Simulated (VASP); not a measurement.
Set up this calculation in VASP 6.6.1, as the native input.

```yaml
Task: single point
Functional: PBE
Potentials_or_basis: VASP PAW PBE potentials, release 64 (Fe, O)
Cutoff: 520 eV
k_mesh: 6 × 6 × 6
Occupations: gaussian, width 0.05 eV
Spin: collinear spin, antiferromagnetic start
Starting_moments: "[5.0, -5.0, -5.0, 5.0, 0.0, 0.0, 0.0, 0.0, 0.0, 0.0] μB"
Hubbard_terms: Fe d U = 4.0 eV
Dipole_correction: no
Further_INCAR_settings: ALGO = Normal; EDIFF = 1e-06; NBANDS = 49
```

The structure of Fe2O3 (Hematite) lies in POSCAR:

```
Fe2O3
1.0
    2.5398796838      1.4664002192      4.5154995764
   -2.5398796838      1.4664002192      4.5154995764
    0.0000000000     -2.9328004383      4.5154995764
Fe O
4 6
Direct
    0.3556640703      0.3556640703      0.3556640703
    0.1443359297      0.1443359297      0.1443359297
    0.6443359297      0.6443359297      0.6443359297
    0.8556640703      0.8556640703      0.8556640703
    0.5531097623      0.9468902377      0.2500000000
    0.2500000000      0.5531097623      0.9468902377
    0.9468902377      0.2500000000      0.5531097623
    0.4468902377      0.0531097623      0.7500000000
    0.7500000000      0.4468902377      0.0531097623
    0.0531097623      0.7500000000      0.4468902377
```

These files were run (other wordings do the same):

INCAR

```
SYSTEM = Fe2O3
  ALGO = Normal
  EDIFF = 1E-6
  ENCUT = 520
  GGA = PE
  ISIF = 2
  ISMEAR = 0
  ISPIN = 2
  LASPH = .TRUE.
  LCHARG = .FALSE.
  LDAU = .TRUE.
  LDAUJ = 0 0
  LDAUL = 2 -1
  LDAUPRINT = 1
  LDAUTYPE = 2
  LDAUU = 4 0
  LMAXMIX = 4
  LORBIT = 11
  LREAL = .FALSE.
  LWAVE = .FALSE.
  MAGMOM = 5 -5 -5 5 0 0 0 0 0 0
  NBANDS = 49
  NELM = 150
  PREC = Accurate
  SIGMA = 0.05
```

KPOINTS

```
k-points
0
G
  6 6 6
  0 0 0
```

Potentials or basis: VASP PAW PBE potentials, release 64 (Fe, O).

Run with:

```bash
$ cat potpaw_PBE.64/Fe/POTCAR potpaw_PBE.64/O/POTCAR > POTCAR
$ mpirun -np 1 vasp_std > vasp.out
```

Results of the run:

| Item | Value |
| --- | --- |
| Pressure | 5.4 GPa |
| Largest force | 0.262 eV/Å |
| Band gap on the k mesh | 1.79 eV, indirect (least direct gap 1.89 eV) |
| Net moment | 0.00 μB per cell |
| Site moments | Fe +4.24, -4.24; O +0.00 μB |
| Valence electrons inside the program's atomic spheres | Fe 6.75; O 5.04 |

It took 7.2 min on 1 thread of Intel(R) Xeon(R) Platinum 8259CL CPU @ 2.50GHz (Skylake/Cascade Lake) (shared host), peak memory 0.42 GiB.
